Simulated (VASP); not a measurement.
Ru:

```xyz
2
Lattice="2.6679 0.0000 0.0000 -1.3340 2.3105 0.0000 0.0000 0.0000 4.3220" Properties=species:S:1:pos:R:3 pbc="T T T"
Ru    0.0000    1.5403    1.0805
Ru    1.3340    0.7702    3.2415
```

```yaml
Program: VASP 6.6.1
Task: relaxation of cell and atoms
Functional: PBEsol
Potentials_or_basis: VASP PAW PBE potentials, release 64 (Ru_pv)
Cutoff: 600 eV
k_mesh: 19 × 19 × 10
Occupations: fermi-dirac, width 0.05 eV
Spin: no spin polarisation
```

At the start: pressure -0.2 GPa; volume 13.32 Å³/atom.

Q: How do energy, volume and symmetry change on relaxing?

A: Over 11 steps the energy falls by 8.8 meV/atom; space group P6_3/mmc (No. 194, to 0.1 Å) before and after.

Step by step:
| step | energy change (eV) | largest force (eV/Å) | pressure (GPa) | volume (Å³) |
| --- | --- | --- | --- | --- |
| 1 | 0.0000 | 0.0000 | -0.23 | 26.64 |
| 2 | 0.0032 | 0.0000 | 1.85 | 26.55 |
| 3 | -0.0177 | 0.0000 | 0.39 | 26.60 |
| 4 | -0.0176 | 0.0000 | 0.40 | 26.60 |
| 5 | -0.0174 | 0.0000 | -1.07 | 26.72 |
| 6 | -0.0177 | 0.0000 | 0.06 | 26.63 |
| 7 | -0.0177 | 0.0000 | -0.02 | 26.63 |
| 8 | -0.0177 | 0.0000 | -0.02 | 26.63 |
| 9 | -0.0177 | 0.0000 | 0.00 | 26.63 |
| 10 | -0.0177 | 0.0000 | -0.02 | 26.63 |
| 11 | -0.0177 | 0.0000 | -0.01 | 26.63 |

Final structure:
```
Ru
1.0
     2.68997    0.00000    0.00000
    -1.34498    2.32958    0.00000
     0.00000    0.00000    4.24984
Ru
2
Direct
  0.33333 0.66667 0.25000
  0.66667 0.33333 0.75000
```

Caveat: the PAW data sets were made with another functional, which shifts forces and pressure a little.
